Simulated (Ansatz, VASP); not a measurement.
**Cl in VASP and in Ansatz**

Contents of INCAR:

```
ALGO = Normal
EDIFF = 1E-6
EDIFFG = -0.01
ENCUT = 600
GGA = PE
IBRION = 2
ISIF = 3
ISMEAR = 0
LASPH = T
LCHARG = F
LREAL = F
LWAVE = F
NELM = 80
NSW = 100
PREC = Accurate
SIGMA = 0.02
```

File KPOINTS:

```
k-points
0
Gamma
  8 8 8
```

The input POSCAR:

```
Cl
1.0
    2.2115945010     -4.6049353013      0.0000000000
    2.2115945010      4.6049353013      0.0000000000
    0.0000000000      0.0000000000      3.9598635337
Cl
2
Direct
    0.6091962601      0.3908037399      0.0000000000
    0.3908037399      0.6091962601      0.0000000000
```

Input for Ansatz:

```yaml
crystal:
  lattice:
    - [2.211594501, -4.6049353013, 0.0]
    - [2.211594501, 4.6049353013, 0.0]
    - [0.0, 0.0, 3.9598635337]
  atoms:
    - { symbol: Cl, position: [0.6091962601, 0.3908037399, 0.0] }
    - { symbol: Cl, position: [0.3908037399, 0.6091962601, 0.0] }
basis:
  ecutwfc: 420
kpoints:
  mp_grid: { grid: [8, 8, 8] }
hamiltonian:
  xc: pbe
scf:
  occupations: { method: gaussian, width: 0.02 }
output:
  forces: true
  stress: true
  eigenvalues: true
relax:
  adjacent_minimum: "off"
  f_tol: 0.01
  max_steps: 80
  cell: { stress_tol: 0.05 }
```

Alike in both runs: task relaxation of cell and atoms; functional PBE; k mesh 8 × 8 × 8; occupations gaussian, width 0.02 eV; no spin polarisation.

|  | VASP | Ansatz |
| --- | --- | --- |
| version | VASP 6.6.1 | Ansatz 0.2.0 |
| potentials or method | VASP PAW PBE potentials, release 64 (Cl), cutoff 600 eV | scalar-relativistic, plane waves, PAW |
| valence electrons in the cell | 14 | 14 |

```csv
,VASP,Ansatz,Ansatz less VASP
"gap on the k mesh at the Fermi level, each at its own relaxed structure (eV)",1.95,1.80,-0.144
relaxed volume (Å³/atom),43.86,43.84,-0.017
relaxed length of the cell vector where the two differ most in proportion (Å),4.281,4.334,+0.0528
```
